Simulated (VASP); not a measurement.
Wanted: the native input for a VASP 6.6.1 run.

```
Task                   : single point
Functional             : PBE
Potentials or basis    : VASP PAW PBE potentials, release 64 (Li_sv, Se)
Cutoff                 : 520 eV
k mesh                 : 6 × 6 × 6
Occupations            : gaussian, width 0.1 eV
Spin                   : no spin polarisation
Dipole correction      : no
Further INCAR settings : ALGO = Normal; EDIFF = 1e-07; NBANDS = 14
```

The structure of LiSe2 lies in POSCAR:

```
LiSe2
1.0
    2.0448432331      1.1805907911      4.7664640517
   -2.0448432331      1.1805907911      4.7664640517
    0.0000000000     -2.3611815822      4.7664640517
Li Se
1 2
Direct
    0.0012071052      0.0012071052      0.0012071052
    0.7489054259      0.7489054259      0.7489054259
    0.5831874689      0.5831874689      0.5831874689
```

These files were run (other wordings do the same):

INCAR

```
SYSTEM = LiSe2
PREC     = Accurate       ! precision mode
ENCUT    = 520            ! plane-wave cutoff, eV
EDIFF    = 1E-7           ! SCF threshold, eV
ISMEAR   = 0              ! smearing method
SIGMA    = 0.1            ! smearing width, eV
LREAL    = .FALSE.        ! projectors in reciprocal space
LASPH    = .TRUE.         ! aspherical terms in the spheres
NELM     = 60             ! most SCF steps
ALGO     = Normal         ! electronic algorithm
ISIF     = 2              ! what is computed and relaxed
LWAVE    = .FALSE.        ! write WAVECAR
LCHARG   = .FALSE.        ! write CHGCAR
GGA      = PE             ! functional
NBANDS   = 14             ! bands
```

KPOINTS

```
regular mesh
0
G
  6 6 6
  0 0 0
```

Potentials or basis: VASP PAW PBE potentials, release 64 (Li_sv, Se).

Run with:

```bash
$ cat potpaw_PBE.64/Li_sv/POTCAR potpaw_PBE.64/Se/POTCAR > POTCAR
$ mpirun -np 1 vasp_std > vasp.out
```

Results of the run:

* Largest force: 0.038 eV/Å
* Band gap on the k mesh: zero (an odd number of electrons rules out a gap without spin polarisation)

Wall time 26 s on 1 thread of Intel(R) Xeon(R) 6975P-C (Granite Rapids), with other jobs on the host, peak memory 0.24 GiB.
